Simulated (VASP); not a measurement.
Runs of VASP 6.6.1 on TaSi2. The structure is that of space group P6_422 (No. 181), or close to it. The cells are those of the table. 

| cell | k mesh | smearing | gap on the mesh (eV) | pressure (GPa) |
| --- | --- | --- | --- | --- |
| a = 4.784, b = 4.784, c = 6.570 Å, angles 90.0, 90.0, 120.0°, 9 atoms | 6 × 6 × 4 | gaussian 0.1 eV | none | (a) |
| a = 4.761, b = 4.761, c = 6.818 Å, angles 90.0, 90.0, 120.0°, 9 atoms | 12 × 12 × 6 | gaussian 0.1 eV | none | -7.4 |
| a = 4.761, b = 4.761, c = 6.556 Å, angles 90.0, 90.0, 120.0°, 9 atoms | 12 × 12 × 6 | gaussian 0.1 eV | none | 0.3 |
| a = 4.761, b = 4.761, c = 6.687 Å, angles 90.0, 90.0, 120.0°, 9 atoms | 12 × 12 × 6 | gaussian 0.1 eV | none | -3.9 |
| a = 4.758, b = 4.758, c = 6.565 Å, angles 90.0, 90.0, 120.0°, 9 atoms | 12 × 12 × 6 | fermi-dirac 0.15 eV | none | 0.3 |

Alike in all rows: task single point; level PBEsol; potentials or basis VASP PAW PBE potentials, release 64 (Ta_pv, Si); no spin polarisation; cutoff (eV) 520.

Problem. Estimate the missing entries.

Solution. (a) -1.9.

Caveats: the PAW data sets were made with another functional, which shifts forces and pressure a little; spin-orbit coupling is left out, which moves the levels of the heavy elements.

A k mesh can miss the band edges, and the runs leave out spin-orbit coupling on Ta.

A gap of «none» marks levels without a gap at the run's occupations.
